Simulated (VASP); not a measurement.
Set up this calculation in VASP 6.6.1, as the native input.

```yaml
Task: single point
Functional: PBE
Potentials_or_basis: VASP PAW PBE potentials, release 64 (Ti_sv, Al)
Cutoff: 520 eV
k_mesh: 4 × 4 × 4, shifted
Occupations: gaussian, width 0.1 eV
Spin: no spin polarisation
Dipole_correction: no
Further_INCAR_settings: LREAL = Auto; ALGO = Normal; EDIFF = 1e-06; NBANDS = 80
```

The structure of Ti9Al8 (a cell with a defect) lies in POSCAR:

```
Ti9Al8
1.0
    5.6432814777      0.0000000000      4.0782742132
    0.0000000000     -5.6432814777     -4.0782742132
    0.0000000000      5.6432814777     -4.0782742132
Ti Al
9 8
Direct
    0.2703512611      0.5061694935      0.2365363975
    0.2703695681      0.2364094273      0.5063050780
    0.2661802621      0.7903964379      0.0560622217
    0.2661366833      0.0558947256      0.7904939248
    0.7308472242      0.2363816752     -0.0332031024
    0.7350894452      0.5247954192      0.7905065875
    0.7308736958     -0.0333365288      0.2365721810
    0.7350406967      0.7903067093      0.5249243431
    0.0006096128      0.6649641106      0.6651275862
    0.4564075956      0.7413271867      0.7414869903
    0.5006044315      0.5107308721      0.0108673979
    0.5006084776      0.0107246614      0.5108803476
    0.5448421322      0.2855533725      0.2856859446
    0.0006254137      0.3742421909      0.3743807468
    0.0006020952      0.7413184317      0.2856870005
    0.0005978518      0.2855314868      0.7414725205
    0.0006009825      0.0156009463      0.0157472819
```

This cell differs from its parent crystal: with an interstitial atom, then relaxed in part.

One way to write it, as run:

INCAR

```
PREC     = Accurate       # precision mode
ENCUT    = 520            # plane-wave cutoff, eV
EDIFF    = 1E-6           # SCF threshold, eV
ISMEAR   = 0              # smearing method
SIGMA    = 0.1            # smearing width, eV
LREAL    = Auto         
LASPH    = True           # aspherical terms in the spheres
NELM     = 60             # most SCF steps
ALGO     = Normal         # electronic algorithm
ISIF     = 2              # what is computed and relaxed
LWAVE    = False          # write WAVECAR
LCHARG   = False          # write CHGCAR
GGA      = PE             # functional
NBANDS   = 80             # bands
```

KPOINTS

```
Automatic mesh
0
Gamma
  4 4 4
  0.5 0.5 0.5
```

Potentials or basis: VASP PAW PBE potentials, release 64 (Ti_sv, Al).

Launch:

```sh
$ cat potpaw_PBE.64/Ti_sv/POTCAR potpaw_PBE.64/Al/POTCAR > POTCAR
$ mpirun -np 1 vasp_std > vasp.out
```

It gave:

```
Pressure               : 11.4 GPa
Largest force          : 0.028 eV/Å
Band gap on the k mesh : zero (bands 66 and 67 overlap by 0.13 eV)
```

Caveat: the cell differs from its parent crystal (with an interstitial atom, then relaxed in part).

Wall time 14 min on 1 thread of Intel(R) Xeon(R) 6975P-C (Granite Rapids), with other jobs on the host, peak memory 0.64 GiB.
